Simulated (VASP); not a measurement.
# Ag3Sb2 (P4mm) in VASP: notebook

Runs on Ag3Sb2. Level: PBE. Tasks: single point.

All numbers are computed with VASP 6.6.1; they aren't measurements. Logs are shortened: lines on timing, memory, paths and dates and some standing lists are left out, and cuts for length are marked.

### 1 The cell of the first run

The structure is tetragonal, space group P4mm (No. 99). Conventional cell: a = 4.212 Å, b = 4.212 Å, c = 6.691 Å, α = 90.00°, β = 90.00°, γ = 90.00°. Within 3.7 Å of Ag (site symmetry 2mm) lie 4 Sb at 2.83 to 3.09 Å and 6 Ag at 2.92 to 2.98 Å. Within 3.6 Å of Ag (site symmetry 4mm) lie 5 Sb at 2.77 to 2.99 Å and 4 Ag at 2.92 Å. Sb (site symmetry 4mm) has 5 Ag at 2.77 to 2.83 Å within 3.6 Å. Sb (site symmetry 4mm) has 8 Ag at 2.99 to 3.09 Å and 4 Sb at 3.91 Å within 4.0 Å.

The cell was generated, and may not be a known phase.

### 2 Single point, PBE

The input, INCAR:

```
ALGO = Normal
EDIFF = 1E-6
ENCUT = 500
GGA = PE
GGA_COMPAT = F
ISIF = 2
ISMEAR = 0
LASPH = T
LCHARG = F
LREAL = F
LWAVE = F
NBANDS = 30
NELM = 120
PREC = Accurate
SIGMA = 0.2
```

The input, KPOINTS:

```
k-points
0
Gamma
  4 4 3
```

The input, POSCAR:

```
Ag3Sb2
1.0
    4.2122158909      0.0000000000      0.0000000000
    0.0000000000      4.2122158909      0.0000000000
    0.0000000000      0.0000000000      6.6910827949
Ag Sb
3 2
Direct
    0.5000000000      0.0000000000      0.9824459005
    0.0000000000      0.5000000000      0.9824459005
    0.0000000000      0.0000000000      0.2854296706
    0.0000000000      0.0000000000      0.6992414696
    0.5000000000      0.5000000000      0.3204369787
```

Potentials or basis: VASP PAW PBE potentials, release 64 (Ag, Sb).

Started as:

```console
cat potpaw_PBE.64/Ag/POTCAR potpaw_PBE.64/Sb/POTCAR > POTCAR
mpirun -np 1 vasp_std > vasp.out
```

OUTCAR:

```text
EDIFF = 1E-6
   ENCUT = 500
   GGA = PE
   ISIF = 2
   ISMEAR = 0
   LASPH = T
   LREAL = F
   NELM = 120
   PREC = Accurate

 ion  position               nearest neighbor table
   1  0.500  0.000  0.982-   4 2.83   4 2.83   3 2.92   3 2.92   2 2.98   2 2.98   2 2.98   2 2.98
                             5 3.09   5 3.09
   2  0.000  0.500  0.982-   4 2.83   4 2.83   3 2.92   3 2.92   1 2.98   1 2.98   1 2.98   1 2.98
                             5 3.09   5 3.09
   3  0.000  0.000  0.285-   4 2.77   2 2.92   1 2.92   2 2.92   1 2.92   5 2.99   5 2.99   5 2.99
                             5 2.99
   4  0.000  0.000  0.699-   3 2.77   2 2.83   1 2.83   2 2.83   1 2.83
   5  0.500  0.500  0.320-   3 2.99   3 2.99   3 2.99   3 2.99   2 3.09   2 3.09   1 3.09   1 3.09

  LATTYP: Found a simple tetragonal cell.
 ALAT       =     4.2122158909
 C/A-ratio  =     1.5884947420

  Lattice vectors:

 A1 = (   4.2122158909,   0.0000000000,   0.0000000000)
 A2 = (   0.0000000000,   4.2122158909,   0.0000000000)
 A3 = (   0.0000000000,   0.0000000000,   6.6910827949)

Analysis of symmetry for initial positions (statically):
=====================================================================
 Subroutine PRICEL returns:
 Original cell was already a primitive cell.

 Routine SETGRP: Setting up the symmetry group for a
 simple tetragonal supercell.

 Subroutine GETGRP returns: Found  8 space group operations
 (whereof  8 operations were pure point group operations)
 out of a pool of 16 trial point group operations.

The static configuration has the point symmetry C_4v.

Analysis of symmetry for dynamics (positions and initial velocities):
=====================================================================
 Subroutine PRICEL returns:
 Original cell was already a primitive cell.

 Routine SETGRP: Setting up the symmetry group for a
 simple tetragonal supercell.

 Subroutine GETGRP returns: Found  8 space group operations
 (whereof  8 operations were pure point group operations)
 out of a pool of 16 trial point group operations.

The dynamic configuration has the point symmetry C_4v.

 Subroutine INISYM returns: Found  8 space group operations
 (whereof  8 operations are pure point group operations),
 and found     1 'primitive' translations

----------------------------------------------------------------------------------------

                                     Primitive cell

  volume of cell :     118.7183

  direct lattice vectors                    reciprocal lattice vectors
     4.212215891  0.000000000  0.000000000     0.237404736  0.000000000  0.000000000
     0.000000000  4.212215891  0.000000000     0.000000000  0.237404736  0.000000000
     0.000000000  0.000000000  6.691082795     0.000000000  0.000000000  0.149452642

  length of vectors
     4.212215891  4.212215891  6.691082795     0.237404736  0.237404736  0.149452642

  position of ions in fractional coordinates (direct lattice)
     0.500000000  0.000000000  0.982445900
     0.000000000  0.500000000  0.982445900
     0.000000000  0.000000000  0.285429671
     0.000000000  0.000000000  0.699241470
     0.500000000  0.500000000  0.320436979

  ion indices of the primitive-cell ions
   primitive index   ion index
                 1           1
                 2           2
                 3           3
                 4           4
                 5           5

----------------------------------------------------------------------------------------

 KPOINTS: k-points

Automatic generation of k-mesh.
 Grid dimensions read from file:
 generate k-points for:    4    4    3

 Generating k-lattice:

  Cartesian coordinates                     Fractional coordinates (reciprocal lattice)
     0.059351184  0.000000000  0.000000000     0.250000000  0.000000000  0.000000000
     0.000000000  0.059351184  0.000000000     0.000000000  0.250000000  0.000000000
     0.000000000  0.000000000  0.049817547     0.000000000  0.000000000  0.333333333

  Length of vectors
     0.059351184  0.059351184  0.049817547

  Shift w.r.t. Gamma in fractional coordinates (k-lattice)
     0.000000000  0.000000000  0.000000000

 Subroutine IBZKPT returns following result:
 ===========================================

 Found     12 irreducible k-points:

 Following reciprocal coordinates:
            Coordinates               Weight
  0.000000  0.000000  0.000000      1.000000
  0.250000  0.000000  0.000000      4.000000
  0.500000  0.000000  0.000000      2.000000
  0.250000  0.250000  0.000000      4.000000
  0.500000  0.250000  0.000000      4.000000
  0.500000  0.500000  0.000000      1.000000
  0.000000  0.000000  0.333333      2.000000
  0.250000  0.000000  0.333333      8.000000
  0.500000  0.000000  0.333333      4.000000
  0.250000  0.250000  0.333333      8.000000
  0.500000  0.250000  0.333333      8.000000
  0.500000  0.500000  0.333333      2.000000
   k-points           NKPTS =     12   k-points in BZ     NKDIM =     12   number of bands    NBANDS=     30
   number of dos      NEDOS =    301   number of ions     NIONS =      5
   total plane-waves  NPLWV =  51200
   dimension x,y,z NGX =    32 NGY =   32 NGZ =   50
   dimension x,y,z NGXF=    64 NGYF=   64 NGZF=  100
   ions per type =               3   2
   NGX,Y,Z   is equivalent  to a cutoff of  12.63, 12.63, 12.42 a.u.
   NGXF,Y,Z  is equivalent  to a cutoff of  25.26, 25.26, 24.85 a.u.
 SYSTEM =  unknown system
   PREC   = accura    normal or accurate (medium, high low for compatibility)
   ISTART =      0    job   : 0-new  1-cont  2-samecut
   ICHARG =      2    charge: 1-file 2-atom 10-const
   ISPIN  =      1    spin polarized calculation?
   LNONCOLLINEAR =      F non collinear calculations
   LSORBIT =      F    spin-orbit coupling
   LASPH  =      T    aspherical Exc in radial PAW
   ENCUT  =  500.0 eV  36.75 Ry    6.06 a.u.   7.68  7.68 12.20*2*pi/ulx,y,z
   NELM   =    120;   NELMIN=  2; NELMDL= -5     # of ELM steps
   EDIFF  = 0.1E-05   stopping-criterion for ELM
   LREAL  =      F    real-space projection
   EDIFFG = 0.1E-04   stopping-criterion for IOM
   NSW    =      0    number of steps for IOM
   IBRION =     -1    ionic relax: 0-MD 1-quasi-New 2-CG
   NFREE  =      0    steps in history (QN), initial steepest desc. (CG)
   ISIF   =      2    stress and relaxation
   ISYM   =      2    0-nonsym 1-usesym 2-fastsym
   POTIM  = 0.5000    time-step for ionic-motion
   TEBEG  =    0.0;   TEEND  =   0.0 temperature during run
   PSTRESS=    0.0 pullay stress
   NELECT =      43.0000    total number of electrons
   NUPDOWN=      -1.0000    fix difference up-down
   EMIN   =  10.00;   EMAX   =-10.00  energy-range for DOS
   EFERMI =   0.00;   METHOD = LEGACY
   ISMEAR =     0;   SIGMA  =   0.20  broadening in eV -4-tet -1-fermi 0-gaus
   EFERMI_NEDOS =   21; number of points for ismear=-14 and -15
   IALGO  =     38    algorithm
   IMIX   =      4    mixing-type and parameters
     AMIX     =   0.40;   BMIX     =  1.00
     AMIX_MAG =   1.60;   BMIX_MAG =  1.00
  volume/ion in A,a.u.               =      23.74       160.23
  Fermi-wavevector in a.u.,A,eV,Ry     =   1.166967  2.205247 18.528565  1.361811
  Thomas-Fermi vector in A             =   2.303473
   LORBIT       =      0    0 simple, 1 ext, 2 COOP (PROOUT), +10 PAW based schemes
   GGA     = PE    functional components
   LHFCALC =     F    Hartree Fock is set to
   AEXX    =    0.0000 exact exchange contribution
   IVDW    =     0    specifies the selected vdW correction
   LEPSILON=     F    determine dielectric tensor
   LRPA    =     F    only Hartree local field effects (RPA)
 non-spin polarized calculation
 Gauss-broadening in eV      SIGMA  =   0.20
  energy-cutoff  :      500.00
  volume of cell :      118.72
 maximum number of plane-waves:      3039
 NGX is ok and might be reduce to    32
   NGX = 15   NGY = 15   NGZ = 25

 number of electron      43.0000019 magnetization

 Free energy of the ion-electron system (eV)
  ---------------------------------------------------
  ext. energy  EPLUGINS =         0.00000000
  ---------------------------------------------------
  free energy    TOTEN  =       -15.86781343 eV

  energy without entropy =      -15.79172860  energy(sigma->0) =      -15.82977101

 E-fermi :   6.8094     XC(G=0): -10.4273

 val. band max:        6.7394261546   @ k =   0.2500   0.2500   0.0000
 cond. band min:       6.8374395108   @ k =   0.5000   0.2500   0.3333
 fundamental gap:      0.0980133561
 Fermi energy:         6.8093941870

 k-point     1 :       0.0000    0.0000    0.0000
  band No.  band energies     occupation
      1      -3.8429      2.00000
      2      -2.4108      2.00000
      3       0.8804      2.00000
      4       1.1809      2.00000
      5       1.2250      2.00000
      6       1.2250      2.00000
[... 22 lines left out ...]
     29      12.6796      0.00000
     30      13.9630      0.00000

 k-point     2 :       0.2500    0.0000    0.0000
  band No.  band energies     occupation
      1      -3.4392      2.00000
      2      -2.3213      2.00000
      3       1.1193      2.00000
      4       1.2746      2.00000
      5       1.2803      2.00000
      6       1.3325      2.00000
[... 22 lines left out ...]
     29      13.4130      0.00000
     30      13.8563      0.00000

 k-point     3 :       0.5000    0.0000    0.0000
  band No.  band energies     occupation
      1      -2.6359      2.00000
      2      -2.5448      2.00000
      3       0.8819      2.00000
      4       1.3437      2.00000
      5       1.4180      2.00000
      6       1.4876      2.00000
[... 22 lines left out ...]
     29      13.5459      0.00000
     30      14.1256      0.00000

 k-point     4 :       0.2500    0.2500    0.0000
  band No.  band energies     occupation
      1      -3.0991      2.00000
      2      -2.2543      2.00000
      3       0.9535      2.00000
      4       1.1657      2.00000
      5       1.4140      2.00000
      6       1.5390      2.00000
[... 220 lines left out ...]
     29      14.0206      0.00000
     30      14.1209      0.00000

 k-point    11 :       0.5000    0.2500    0.3333
  band No.  band energies     occupation
      1      -2.4545      2.00000
      2      -2.3811      2.00000
      3       1.0709      2.00000
      4       1.2279      2.00000
      5       1.3314      2.00000
      6       1.5599      2.00000
[... 22 lines left out ...]
     29      13.5381      0.00000
     30      14.3125      0.00000

 k-point    12 :       0.5000    0.5000    0.3333
  band No.  band energies     occupation
      1      -2.3847      2.00000
      2      -2.1839      2.00000
      3       1.1242      2.00000
      4       1.1242      2.00000
      5       1.4842      2.00000
      6       1.8776      2.00000
[... 22 lines left out ...]
     29      13.6643      0.00000
     30      13.6643      0.00000

------------------------ aborting loop because EDIFF is reached ----------------------------------------

  FORCE on cell =-STRESS in cart. coord.  units (eV):
  Direction    XX          YY          ZZ          XY          YZ          ZX
  --------------------------------------------------------------------------------------
  -------------------------------------------------------------------------------------
  Total       -0.2696538     -0.2696538      0.2138182      0.0000000      0.0000000      0.0000000
  in kB       -3.6391462     -3.6391462      2.8856098      0.0000000      0.0000000      0.0000000
  external PRESSURE =      -1.4642275 kB  Pullay stress =       0.0000000 kB

 VOLUME and BASIS-vectors are now :
 -----------------------------------------------------------------------------
  energy-cutoff  :      500.00
  volume of cell :      118.72
      direct lattice vectors                 reciprocal lattice vectors
     4.212215891  0.000000000  0.000000000     0.237404736  0.000000000  0.000000000
     0.000000000  4.212215891  0.000000000     0.000000000  0.237404736  0.000000000
     0.000000000  0.000000000  6.691082795     0.000000000  0.000000000  0.149452642

 POSITION                                       TOTAL-FORCE (eV/Angst)
 -----------------------------------------------------------------------------------
      2.10611      0.00000      6.57363         0.000000      0.000000     -0.050390
      0.00000      2.10611      6.57363         0.000000      0.000000     -0.050390
      0.00000      0.00000      1.90983         0.000000      0.000000      0.018790
      0.00000      0.00000      4.67868         0.000000      0.000000      0.074287
      2.10611      2.10611      2.14407         0.000000     -0.000000      0.007704
 -----------------------------------------------------------------------------------
    total drift:                                0.000000      0.000000     -0.000455

  FREE ENERGIE OF THE ION-ELECTRON SYSTEM (eV)
  ---------------------------------------------------
  free  energy   TOTEN  =       -15.8678134256 eV

  energy  without entropy=      -15.7917286000  energy(sigma->0) =      -15.82977101
```

Run time: 42 s. Hardware: 1 thread of AMD EPYC 7R13, shared host; peak memory 0.19 GiB.

Results:

| Property | Result |
| --- | --- |
| Free energy | -15.8678 eV |
| Pressure | -0.1 GPa |
| Largest force | 0.074 eV/Å |
| Band gap on the k mesh | zero (an odd number of electrons rules out a gap without spin polarisation) |

Forces in eV/Å, atoms in the order of the input:
```
Ag   0.000  0.000 -0.050
Ag   0.000  0.000 -0.050
Ag   0.000  0.000  0.019
Sb   0.000  0.000  0.074
Sb   0.000  0.000  0.008
```

Stress tensor (GPa, compression positive):
```
-0.36  0.00  0.00
 0.00 -0.36  0.00
 0.00  0.00  0.29
```

Caveat: the k points lie up to 0.37 Å⁻¹ apart, too coarse for converged energies and pressures of a metal; spin-orbit coupling is left out, which moves the levels of the heavy elements.

### 3 Single point, PBE

This run uses another cell than the first one, of 25.03 Å³/atom.

The input, INCAR:

```
SYSTEM = Ag3Sb2
PREC = Accurate ; ENCUT = 500
EDIFF = 1E-6 ; ISMEAR = 0
SIGMA = 0.2 ; LREAL = .False.
LASPH = .True. ; NELM = 120
ALGO = Normal ; ISIF = 2
LWAVE = .False. ; LCHARG = .True.
GGA = PE ; LELF = .True.
LVHAR = .True. ; NBANDS = 30
GGA_COMPAT = .False.
```

The input, KPOINTS:

```
Automatic mesh
0
Gamma
  4 4 2
  0 0 0
```

The input, POSCAR:

```
Ag3Sb2
1.0
    4.5204220116      0.0000000000      0.0000000000
    0.0000000000      4.5204220116      0.0000000000
    0.0000000000      0.0000000000      6.1255081038
Ag Sb
3 2
Direct
    0.5000000000      0.0000000000     -0.0238818662
    0.0000000000      0.5000000000     -0.0238818662
    0.0000000000      0.0000000000      0.2386931940
    0.5000000000      0.0000000000      0.5235463791
    0.0000000000      0.5000000000      0.5235463791
```

Potentials or basis: VASP PAW PBE potentials, release 64 (Ag, Sb).

Started as:

```console
cat potpaw_PBE.64/Ag/POTCAR potpaw_PBE.64/Sb/POTCAR > POTCAR
mpirun -np 1 vasp_std > vasp.out
```

OUTCAR:

```text
SYSTEM = Ag3Sb2
   PREC = Accurate
   ENCUT = 500
   EDIFF = 1E-6
   ISMEAR = 0
   LREAL = .False.
   LASPH = .True.
   NELM = 120
   ISIF = 2
   GGA = PE

 ion  position               nearest neighbor table
   1  0.500  0.000  0.976-   4 2.77   3 2.77   3 2.77   2 3.20   2 3.20   2 3.20   2 3.20   4 3.35

   2  0.000  0.500  0.976-   5 2.77   3 2.77   3 2.77   1 3.20   1 3.20   1 3.20   1 3.20   5 3.35

   3  0.000  0.000  0.239-   1 2.77   2 2.77   2 2.77   1 2.77   4 2.86   5 2.86   5 2.86   4 2.86
[... 590 lines left out ...]
  --------------------------------------------------------------------------------------
  -------------------------------------------------------------------------------------
  Total        0.2566810      0.2566810     -0.1463696      0.0000000      0.0000000      0.0000000
  in kB        3.2855207      3.2855207     -1.8735333      0.0000000      0.0000000      0.0000000
  external PRESSURE =       1.5658360 kB  Pullay stress =       0.0000000 kB

 VOLUME and BASIS-vectors are now :
 -----------------------------------------------------------------------------
  energy-cutoff  :      500.00
  volume of cell :      125.17
      direct lattice vectors                 reciprocal lattice vectors
     4.520422012  0.000000000  0.000000000     0.221218284  0.000000000  0.000000000
     0.000000000  4.520422012  0.000000000     0.000000000  0.221218284  0.000000000
     0.000000000  0.000000000  6.125508104     0.000000000  0.000000000  0.163251763

 POSITION                                       TOTAL-FORCE (eV/Angst)
 -----------------------------------------------------------------------------------
      2.26021      0.00000      5.97922         0.000000     -0.000000     -0.010628
      0.00000      2.26021      5.97922         0.000000      0.000000     -0.010628
      0.00000      0.00000      1.46212         0.000000     -0.000000      0.008688
      2.26021      0.00000      3.20699         0.000000     -0.000000      0.006284
      0.00000      2.26021      3.20699         0.000000      0.000000      0.006284
 -----------------------------------------------------------------------------------
    total drift:                                0.000000      0.000000     -0.001118

  FREE ENERGIE OF THE ION-ELECTRON SYSTEM (eV)
  ---------------------------------------------------
  free  energy   TOTEN  =       -15.5547082892 eV

  energy  without entropy=      -15.5047135372  energy(sigma->0) =      -15.52971091
```

It took 53 s on 1 thread of AMD EPYC 7R13, shared host; peak memory 0.21 GiB.

What came out:

* Free energy: -15.5547 eV
* Pressure: 0.2 GPa
* Largest force: 0.011 eV/Å
* Band gap on the k mesh: zero (an odd number of electrons rules out a gap without spin polarisation)

Forces on the atoms (eV/Å):
```
Ag   0.000  0.000 -0.011
Ag   0.000  0.000 -0.011
Ag   0.000  0.000  0.009
Sb   0.000  0.000  0.006
Sb   0.000  0.000  0.006
```

Caveat: the k points lie up to 0.51 Å⁻¹ apart, too coarse for converged energies and pressures of a metal; spin-orbit coupling is left out, which moves the levels of the heavy elements.

The gap in the log of VASP goes by the Fermi energy; the results here count the filled bands.